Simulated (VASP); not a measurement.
A run of VASP 6.6.1 is set up as follows.

File INCAR:

```
PREC     = Accurate       # precision mode
ENCUT    = 520            # plane-wave cutoff, eV
EDIFF    = 1E-6           # SCF threshold, eV
ISMEAR   = 0              # smearing method
SIGMA    = 0.1            # smearing width, eV
LREAL    = Auto         
LASPH    = T              # aspherical terms in the spheres
NELM     = 80             # most SCF steps
ALGO     = Normal         # electronic algorithm
ISIF     = 2              # what is computed and relaxed
LWAVE    = F              # write WAVECAR
LCHARG   = T              # write CHGCAR
GGA      = PE             # functional
IVDW     = 12             # dispersion correction
LELF     = T              # ELF
LVHAR    = T            
NBANDS   = 86             # bands
```

The input KPOINTS:

```
Automatic mesh
0
Gamma
  4 4 4
```

File POSCAR:

```
HC32
1.0
    0.0000000000      0.0000000000      7.1348525476
   -4.9294762873      4.2690516923      3.5674262738
   -4.9294762874     -4.2690516922      3.5674262738
C H
32 1
Direct
    0.3798525405      0.5420327764      0.7085643744
    0.8721884367      0.5405006572      0.7089130007
    0.2562301987      0.9167585684      0.5836618756
    0.7447529050      0.9186269747      0.5826858563
    0.1300833475      0.2915844765      0.4584081768
    0.6243162664      0.2932493661      0.4567432871
    0.0020276095      0.6666280782      0.3346770731
    0.4962028888      0.6682152778      0.3336990660
    0.3716115578      0.0410797383      0.2094923160
    0.8804557766      0.0414283960      0.2079597597
    0.2533408471      0.4153156816      0.0833646765
    0.7481224531      0.4162941258      0.0817774455
    0.1347393948      0.7912943204      0.9586984775
    0.5724198946      0.7918320977      0.9581613088
    1.0066566562      0.1663310324      0.8332341775
    0.4960740926      0.1673065133      0.8313657012
    0.5012112586      0.3343390661      0.6655547791
    0.0047957953      0.3326186388      0.6666804171
    0.3795584726      0.7089938905      0.5422191472
    0.8713371305      0.7084463894      0.5412125278
    0.2541034981      0.0833122205      0.4173742330
    0.7511114695      0.0844379913      0.4156534700
    0.1291785322      0.4577226458      0.2922702103
    0.6205975177      0.4590149703      0.2909778858
    0.4859946786      0.8346390717      0.1712324877
    0.0053962717      0.8336122564      0.1673837343
    0.3710047714      0.2087802269      0.0415463653
    0.8807771125      0.2077738260      0.0409988485
    0.2564002380      0.5826091738      0.9163804895
    0.7418703906      0.5787603189      0.9153535728
    0.1330713855      0.9581636983      0.7918290996
    0.6123883689      0.9625359808      0.7874568171
    0.4128457359     -0.2094300945     -0.0405684709
```

Potentials or basis: VASP PAW PBE potentials, release 64 (C, H).

Command:

```sh
$ cat potpaw_PBE.64/C/POTCAR potpaw_PBE.64/H/POTCAR > POTCAR
$ mpirun -np 1 vasp_std > vasp.out
```

Task: Estimate the dispersion energy per atom.

Result: -0.144 eV.

Task: Estimate the pressure.

Result: 1.5 GPa.

Task: What does it give for the largest force?

Result: 0.212 eV/Å.

Forces on the atoms (eV/Å):
```
C   -0.004  0.006 -0.022
C   -0.001  0.013  0.035
C   -0.002  0.005 -0.020
C    0.009 -0.001  0.034
C    0.001 -0.008  0.017
C   -0.001  0.014  0.027
C   -0.003 -0.004 -0.032
C    0.012  0.005  0.016
C    0.003  0.013  0.035
C    0.005  0.007 -0.021
C    0.001  0.007 -0.034
C   -0.011  0.009  0.022
C    0.001  0.005 -0.211
C    0.000  0.000  0.004
C   -0.002  0.011 -0.015
C   -0.010 -0.001  0.027
C   -0.002  0.003  0.023
C    0.008 -0.009  0.030
C   -0.006 -0.016 -0.005
C    0.002  0.004  0.014
C   -0.009 -0.009  0.023
C    0.004 -0.002  0.029
C    0.000 -0.004 -0.019
C    0.001 -0.009  0.015
C   -0.004 -0.006  0.047
C   -0.002 -0.006 -0.095
C    0.000  0.005  0.015
C    0.006 -0.015 -0.001
C   -0.001 -0.009 -0.101
C    0.008  0.005  0.040
C    0.000 -0.018 -0.088
C   -0.002  0.002  0.044
H   -0.001  0.006  0.165
```
